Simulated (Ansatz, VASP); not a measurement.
**W: VASP beside Ansatz**

The input INCAR:

```
SYSTEM = W
PREC     = Accurate       ! precision mode
ENCUT    = 520            ! plane-wave cutoff, eV
EDIFF    = 1E-7           ! SCF threshold, eV
ISMEAR   = 0              ! smearing method
SIGMA    = 0.15           ! smearing width, eV
LREAL    = .FALSE.        ! projectors in reciprocal space
LASPH    = .TRUE.         ! aspherical terms in the spheres
NELM     = 60             ! most SCF steps
ALGO     = Fast           ! electronic algorithm
ISIF     = 2              ! what is computed and relaxed
LWAVE    = .FALSE.        ! write WAVECAR
LCHARG   = .TRUE.         ! write CHGCAR
GGA      = PS             ! functional
LELF     = .TRUE.         ! ELF
LVHAR    = .TRUE.       
NBANDS   = 13             ! bands
```

Contents of KPOINTS:

```
regular mesh
0
G
  20 20 20
  0 0 0
```

Contents of POSCAR:

```
W
1.0
    0.0000000000      2.0909000000      2.0300000000
    2.0909000000      0.0000000000      2.0300000000
    2.0909000000      2.0909000000      0.0000000000
W
1
Direct
    0.0000000000      0.0000000000      0.0000000000
```

Input for Ansatz:

```yaml
crystal:
  lattice:
    - [0.0, 2.0909, 2.03]
    - [2.0909, 0.0, 2.03]
    - [2.0909, 2.0909, 0.0]
  atoms:
    - { symbol: W, position: [0.0, 0.0, 0.0] }
basis:
  ecutwfc: 420
kpoints:
  mp_grid: { grid: [20, 20, 20] }
hamiltonian:
  xc: pbesol
scf:
  occupations: { method: gaussian, width: 0.15 }
output:
  forces: true
  stress: true
  eigenvalues: true
```

Change from the starting cell: strain +0.030 along x and y, +0.000 along z, atoms carried along.

Alike in both runs: task single point; functional PBEsol; k mesh 20 × 20 × 20; occupations gaussian, width 0.15 eV; no spin polarisation.

|  | VASP | Ansatz |
| --- | --- | --- |
| version | VASP 6.6.1 | Ansatz 0.2.0 |
| potentials or method | VASP PAW PBE potentials, release 64 (W_sv), cutoff 520 eV | scalar-relativistic, plane waves, PAW |
| valence electrons in the cell | 14 | 14 |

VASP gave:

| Quantity | Value |
| --- | --- |
| gap on the k mesh at the Fermi level (eV) | none |
| pressure (GPa) | -25.3 |
| traceless stress, the component that is largest in VASP (GPa) | -5.84 |

**Question.** Which values does Ansatz return?

**Answer.** gap on the k mesh at the Fermi level (eV): none; pressure (GPa): -25.6; traceless stress, the component that is largest in VASP (GPa): -5.83.

VASP's potentials were made for PBE, not for PBEsol. A gap of «none» marks a metal or a gap that the smearing closes. With one functional, cell and mesh, what is left measures potentials, basis and numerics.

Spin-orbit coupling is off throughout.
